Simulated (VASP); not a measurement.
# Si3Mo (Im-3m) in VASP: single point with PBE

Aim: the single point of Si3Mo with PBE.

Program: VASP 6.6.1. These are calculated values, not measurements. Logs are shortened: lines on timing, memory, paths and dates and some standing lists are left out, and cuts for length are marked.

## (1) The cell of the first run

It takes space group Im-3m (No. 229, cubic). Conventional cell: a = 5.118 Å, b = 5.118 Å, c = 5.118 Å, α = 90.00°, β = 90.00°, γ = 90.00°. Within 3.4 Å of Si (site symmetry 4/mmm) lie 4 Si at 2.56 Å and 2 Mo at 2.56 Å. Mo (site symmetry m-3m) has 6 Si at 2.56 Å within 3.4 Å.

The cell was built from a structure type or drawn by symmetry, and may not be a known phase.

## (2) Single point, PBE, collinear spin

INCAR

```
SYSTEM = Si3Mo
ALGO = Normal ; EDIFF = 1E-7
ENCUT = 520 ; GGA = PE
ISIF = 2 ; ISMEAR = 0
ISPIN = 2 ; LASPH = .True.
LCHARG = .False. ; LMAXMIX = 4
LORBIT = 11 ; LREAL = .False.
LWAVE = .False. ; MAGMOM = 0 0 0 0.59
NBANDS = 25 ; NELM = 150
PREC = Accurate ; SIGMA = 0.1
```

KPOINTS

```
k-points
0
Gamma
  12 12 12
  0 0 0
```

POSCAR

```
Si3Mo
1.0
   -2.5591828724      2.5591828724      2.5591828724
    2.5591828724     -2.5591828724      2.5591828724
    2.5591828724      2.5591828724     -2.5591828724
Si Mo
3 1
Direct
    0.0000000000      0.5000000000      0.5000000000
    0.5000000000      0.0000000000      0.5000000000
    0.5000000000      0.5000000000      0.0000000000
    0.0000000000      0.0000000000      0.0000000000
```

Potentials or basis: VASP PAW PBE potentials, release 64 (Si, Mo_sv).

The run is started by

```bash
> cat potpaw_PBE.64/Si/POTCAR potpaw_PBE.64/Mo_sv/POTCAR > POTCAR
> mpirun -np 1 vasp_std > vasp.out
```

OUTCAR:

```text
SYSTEM = Si3Mo
   EDIFF = 1E-7
   ENCUT = 520
   GGA = PE
   ISIF = 2
   ISMEAR = 0
   ISPIN = 2
   LASPH = .True.
   LORBIT = 11
   LREAL = .False.
   NELM = 150
   PREC = Accurate

 ion  position               nearest neighbor table
   1  0.000  0.500  0.500-   2 2.56   3 2.56   4 2.56   4 2.56   3 2.56   2 2.56
   2  0.500  0.000  0.500-   1 2.56   3 2.56   4 2.56   3 2.56   4 2.56   1 2.56
   3  0.500  0.500  0.000-   1 2.56   2 2.56   4 2.56   2 2.56   1 2.56   4 2.56
   4  0.000  0.000  0.000-   1 2.56   2 2.56   3 2.56   1 2.56   2 2.56   3 2.56

  LATTYP: Found a body centered cubic cell.
 ALAT       =     5.1183657448

  Lattice vectors:

 A1 = (  -2.5591828724,   2.5591828724,   2.5591828724)
 A2 = (   2.5591828724,  -2.5591828724,   2.5591828724)
 A3 = (   2.5591828724,   2.5591828724,  -2.5591828724)

Analysis of symmetry for initial positions (statically):
=====================================================================
 Subroutine PRICEL returns:
 Original cell was already a primitive cell.

 Routine SETGRP: Setting up the symmetry group for a
 body centered cubic supercell.

 Subroutine GETGRP returns: Found 48 space group operations
 (whereof 48 operations were pure point group operations)
 out of a pool of 48 trial point group operations.

The static configuration has the point symmetry O_h .

Analysis of symmetry for dynamics (positions and initial velocities):
=====================================================================
 Subroutine PRICEL returns:
 Original cell was already a primitive cell.

 Routine SETGRP: Setting up the symmetry group for a
 body centered cubic supercell.

 Subroutine GETGRP returns: Found 48 space group operations
 (whereof 48 operations were pure point group operations)
 out of a pool of 48 trial point group operations.

The dynamic configuration has the point symmetry O_h .

Analysis of structural, dynamic, and magnetic symmetry:
=====================================================================
 Subroutine PRICEL returns:
 Original cell was already a primitive cell.

 Routine SETGRP: Setting up the symmetry group for a
 body centered cubic supercell.

 Subroutine GETGRP returns: Found 48 space group operations
 (whereof 48 operations were pure point group operations)
 out of a pool of 48 trial point group operations.

The overall configuration has the point symmetry O_h .

 Subroutine INISYM returns: Found 48 space group operations
 (whereof 48 operations are pure point group operations),
 and found     1 'primitive' translations

----------------------------------------------------------------------------------------

                                     Primitive cell

  volume of cell :      67.0446

  direct lattice vectors                    reciprocal lattice vectors
    -2.559182872  2.559182872  2.559182872     0.000000000  0.195374862  0.195374862
     2.559182872 -2.559182872  2.559182872     0.195374862  0.000000000  0.195374862
     2.559182872  2.559182872 -2.559182872     0.195374862  0.195374862  0.000000000

  length of vectors
     4.432634761  4.432634761  4.432634761     0.276301779  0.276301779  0.276301779

  position of ions in fractional coordinates (direct lattice)
     0.000000000  0.500000000  0.500000000
     0.500000000  0.000000000  0.500000000
     0.500000000  0.500000000  0.000000000
     0.000000000  0.000000000  0.000000000

  ion indices of the primitive-cell ions
   primitive index   ion index
                 1           1
                 2           2
                 3           3
                 4           4

----------------------------------------------------------------------------------------

 KPOINTS: k-points

Automatic generation of k-mesh.
 Grid dimensions read from file:
 generate k-points for:   12   12   12

 Generating k-lattice:

  Cartesian coordinates                     Fractional coordinates (reciprocal lattice)
     0.000000000  0.016281238  0.016281238     0.083333333  0.000000000  0.000000000
     0.016281238  0.000000000  0.016281238     0.000000000  0.083333333  0.000000000
     0.016281238  0.016281238  0.000000000     0.000000000  0.000000000  0.083333333

  Length of vectors
     0.023025148  0.023025148  0.023025148

  Shift w.r.t. Gamma in fractional coordinates (k-lattice)
     0.000000000  0.000000000  0.000000000

 Subroutine IBZKPT returns following result:
 ===========================================

 Found     72 irreducible k-points:

 Following reciprocal coordinates:
            Coordinates               Weight
  0.000000  0.000000  0.000000      1.000000
  0.083333  0.000000  0.000000     12.000000
  0.166667  0.000000  0.000000     12.000000
  0.250000  0.000000  0.000000     12.000000
  0.333333  0.000000  0.000000     12.000000
  0.416667  0.000000  0.000000     12.000000
[... 16 lines left out ...]
  0.333333  0.083333  0.083333     24.000000
  0.416667  0.083333  0.083333     12.000000
 [... further k-points ...]
   k-points           NKPTS =     72   k-points in BZ     NKDIM =     72   number of bands    NBANDS=     25
   number of dos      NEDOS =    301   number of ions     NIONS =      4
   total plane-waves  NPLWV =  46656
   dimension x,y,z NGX =    36 NGY =   36 NGZ =   36
   dimension x,y,z NGXF=    72 NGYF=   72 NGZF=   72
   ions per type =               3   1
   NGX,Y,Z   is equivalent  to a cutoff of  13.50, 13.50, 13.50 a.u.
   NGXF,Y,Z  is equivalent  to a cutoff of  27.00, 27.00, 27.00 a.u.
 SYSTEM =  Si3Mo
   PREC   = accura    normal or accurate (medium, high low for compatibility)
   ISTART =      0    job   : 0-new  1-cont  2-samecut
   ICHARG =      2    charge: 1-file 2-atom 10-const
   ISPIN  =      2    spin polarized calculation?
   LNONCOLLINEAR =      F non collinear calculations
   LSORBIT =      F    spin-orbit coupling
   LASPH  =      T    aspherical Exc in radial PAW
   ENCUT  =  520.0 eV  38.22 Ry    6.18 a.u.   8.24  8.24  8.24*2*pi/ulx,y,z
   NELM   =    150;   NELMIN=  2; NELMDL= -5     # of ELM steps
   EDIFF  = 0.1E-06   stopping-criterion for ELM
   LREAL  =      F    real-space projection
   EDIFFG = 0.1E-05   stopping-criterion for IOM
   NSW    =      0    number of steps for IOM
   IBRION =     -1    ionic relax: 0-MD 1-quasi-New 2-CG
   NFREE  =      0    steps in history (QN), initial steepest desc. (CG)
   ISIF   =      2    stress and relaxation
   ISYM   =      2    0-nonsym 1-usesym 2-fastsym
   POTIM  = 0.5000    time-step for ionic-motion
   TEBEG  =    0.0;   TEEND  =   0.0 temperature during run
   PSTRESS=    0.0 pullay stress
   NELECT =      26.0000    total number of electrons
   NUPDOWN=      -1.0000    fix difference up-down
   EMIN   =  10.00;   EMAX   =-10.00  energy-range for DOS
   EFERMI =   0.00;   METHOD = LEGACY
   ISMEAR =     0;   SIGMA  =   0.10  broadening in eV -4-tet -1-fermi 0-gaus
   EFERMI_NEDOS =   21; number of points for ismear=-14 and -15
   IALGO  =     38    algorithm
   IMIX   =      4    mixing-type and parameters
     AMIX     =   0.40;   BMIX     =  1.00
     AMIX_MAG =   1.60;   BMIX_MAG =  1.00
  volume/ion in A,a.u.               =      16.76       113.11
  Fermi-wavevector in a.u.,A,eV,Ry     =   1.193836  2.256023 19.391624  1.425244
  Thomas-Fermi vector in A             =   2.329841
   LORBIT       =     11    0 simple, 1 ext, 2 COOP (PROOUT), +10 PAW based schemes
   GGA     = PE    functional components
   LHFCALC =     F    Hartree Fock is set to
   AEXX    =    0.0000 exact exchange contribution
   IVDW    =     0    specifies the selected vdW correction
   LEPSILON=     F    determine dielectric tensor
   LRPA    =     F    only Hartree local field effects (RPA)
 spin polarized calculation
 Gauss-broadening in eV      SIGMA  =   0.10
  energy-cutoff  :      520.00
  volume of cell :       67.04
 maximum number of plane-waves:      1865
 NGX is ok and might be reduce to    36
   NGX = 17   NGY = 17   NGZ = 17

 number of electron      26.0000001 magnetization       0.6907629

 Free energy of the ion-electron system (eV)
  ---------------------------------------------------
  ext. energy  EPLUGINS =         0.00000000
  ---------------------------------------------------
  free energy    TOTEN  =       -24.52277495 eV

  energy without entropy =      -24.50513958  energy(sigma->0) =      -24.51395726

 E-fermi :   8.5662     XC(G=0): -11.1012

 val. band max:        8.5660767627   @ k =   0.4167   0.1667   0.0000
 cond. band min:       8.5673192123   @ k =  -0.4167   0.4167   0.4167
 fundamental gap:      0.0012424496
 Fermi energy:         8.5662445288

 spin component 1

 k-point     1 :       0.0000    0.0000    0.0000
  band No.  band energies     occupation
      1     -52.2446      1.00000
      2     -26.3910      1.00000
      3     -26.3910      1.00000
      4     -26.3910      1.00000
      5      -3.3759      1.00000
      6       3.8348      1.00000
[... 661 lines left out ...]
     24      16.9067      0.00000
     25      17.6059      0.00000

 [... further k-points ...]

 spin component 2

 k-point     1 :       0.0000    0.0000    0.0000
  band No.  band energies     occupation
      1     -51.8308      1.00000
      2     -25.9326      1.00000
      3     -25.9326      1.00000
      4     -25.9326      1.00000
      5      -3.3748      1.00000
      6       3.8901      1.00000
[... 661 lines left out ...]
     24      17.0415      0.00000
     25      17.6669      0.00000

 [... further k-points ...]

------------------------ aborting loop because EDIFF is reached ----------------------------------------

  FORCE on cell =-STRESS in cart. coord.  units (eV):
  Direction    XX          YY          ZZ          XY          YZ          ZX
  --------------------------------------------------------------------------------------
  -------------------------------------------------------------------------------------
  Total        0.0007605      0.0007605      0.0007605      0.0000000     -0.0000000      0.0000000
  in kB        0.0181731      0.0181731      0.0181731      0.0000000     -0.0000000      0.0000000
  external PRESSURE =       0.0181731 kB  Pullay stress =       0.0000000 kB

 VOLUME and BASIS-vectors are now :
 -----------------------------------------------------------------------------
  energy-cutoff  :      520.00
  volume of cell :       67.04
      direct lattice vectors                 reciprocal lattice vectors
    -2.559182872  2.559182872  2.559182872     0.000000000  0.195374862  0.195374862
     2.559182872 -2.559182872  2.559182872     0.195374862  0.000000000  0.195374862
     2.559182872  2.559182872 -2.559182872     0.195374862  0.195374862  0.000000000

 POSITION                                       TOTAL-FORCE (eV/Angst)
 -----------------------------------------------------------------------------------
      2.55918      0.00000      0.00000        -0.000000     -0.000000      0.000000
      0.00000      2.55918      0.00000        -0.000000      0.000000     -0.000000
      0.00000      0.00000      2.55918         0.000000     -0.000000     -0.000000
      0.00000      0.00000      0.00000         0.000000     -0.000000      0.000000
 -----------------------------------------------------------------------------------
    total drift:                                0.000000     -0.000000     -0.000000

  FREE ENERGIE OF THE ION-ELECTRON SYSTEM (eV)
  ---------------------------------------------------
  free  energy   TOTEN  =       -24.5227749479 eV

  energy  without entropy=      -24.5051395778  energy(sigma->0) =      -24.51395726

 total charge

# of ion       s       p       d       tot
------------------------------------------
    1        0.830   0.784   0.000   1.614
    2        0.830   0.784   0.000   1.614
    3        0.830   0.784   0.000   1.614
    4        2.323   6.134   3.958  12.416
--------------------------------------------------
tot          4.812   8.486   3.958  17.256

 magnetization (x)

# of ion       s       p       d       tot
------------------------------------------
    1       -0.003  -0.012   0.000  -0.015
    2       -0.003  -0.012   0.000  -0.015
    3       -0.003  -0.012   0.000  -0.015
    4        0.008   0.011   0.637   0.656
--------------------------------------------------
tot         -0.000  -0.024   0.637   0.612
```

Run time: 3 min. Hardware: 1 thread of Intel Xeon Platinum 8375C at 2.90GHz (Ice Lake), shared host; peak memory 0.36 GiB.

What came out:

```yaml
Free_energy: -24.5228 eV
Pressure: 0.0 GPa
Net_moment: 0.69 μB per cell
Site_moments: Si -0.01; Mo +0.66 μB
Valence_electrons_inside_the_program's_atomic_spheres: Si 1.61; Mo 12.42
```

Levels at points of the mesh, in eV from the Fermi level:
Spin up:
```
           k point  band 10  band 11  band 12  band 13  band 14  band 15  band 16  band 17
(0.00, 0.00, 0.00)    -2.81    -1.93    -1.93    -1.93     0.34     0.34     0.34     1.52
(0.50, 0.00, 0.00)    -2.95    -1.31    -0.91    -0.29     1.33     1.53     1.65     1.67
(0.50, 0.50, 0.50)    -3.99    -0.60    -0.60    -0.60     1.02     1.02     2.43     2.43
```
Spin down:
| k point | band 9 | band 10 | band 11 | band 12 | band 13 | band 14 | band 15 | band 16 | band 17 | band 18 |
| --- | --- | --- | --- | --- | --- | --- | --- | --- | --- | --- |
| (0.00, 0.00, 0.00) | -2.87 | -2.87 | -1.51 | -1.51 | -1.51 | 0.42 | 0.42 | 0.42 | 1.66 | 1.66 |
| (0.50, 0.00, 0.00) | -3.61 | -2.78 | -1.24 | -0.48 | 0.31 | 1.49 | 1.64 | 1.78 | 1.95 | 2.41 |
| (0.50, 0.50, 0.50) | -5.18 | -3.86 | -0.04 | -0.04 | -0.04 | 1.23 | 1.23 | 2.45 | 2.45 | 2.45 |
